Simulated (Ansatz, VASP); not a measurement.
# One calculation of LiSi16, two programs

```
Si Li
1.0
     0.00000    5.43000    5.43000
     5.43000    0.00000    5.43000
     5.43000    5.43000    0.00000
Si Li
16 1
Direct
  0.99506 0.00181 0.00167
  0.11542 0.12727 0.12714
  0.98972 0.00750 0.50147
  0.11537 0.12728 0.63038
  0.98971 0.50159 0.00739
  0.11536 0.63052 0.12715
  0.98964 0.50158 0.50146
  0.11681 0.62782 0.62772
  0.48945 0.00565 0.00549
  0.62365 0.12564 0.12548
  0.48941 0.00565 0.49966
  0.61083 0.13931 0.62508
  0.48943 0.49982 0.00548
  0.61082 0.62522 0.13925
  0.48329 0.50564 0.50556
  0.61076 0.62513 0.62491
  0.73005 0.75666 0.75664
```

Alike in both runs: functional PBE; dispersion D3(BJ); k mesh 2 × 2 × 2; occupations fermi-dirac, width 0.02 eV; collinear spin.

Ansatz relaxed the structure, and its values are those at the end. VASP's run is a single point on that final structure, the one shown.

|  | VASP | Ansatz |
| --- | --- | --- |
| version | VASP 6.6.1 | Ansatz 0.2.0 |
| potentials or method | VASP PAW PBE potentials, release 64 (Si, Li_sv), cutoff 520 eV | scalar-relativistic, plane waves, PAW |
| valence electrons in the cell | 67 | 67 |

|  | VASP | Ansatz | Ansatz less VASP |
| --- | --- | --- | --- |
| rms of the force components (eV/Å) | 0.037 | 0.037 | +0.0006 |
| net moment per atom (μB) | 0.00 | 0.00 | -0.001 |

Ansatz's warnings: seeded moment not kept.

The k mesh is coarse, so the values compare programs but aren't converged. Noted on VASP's run: the cutoff is short for stress, so the pressure is rough.
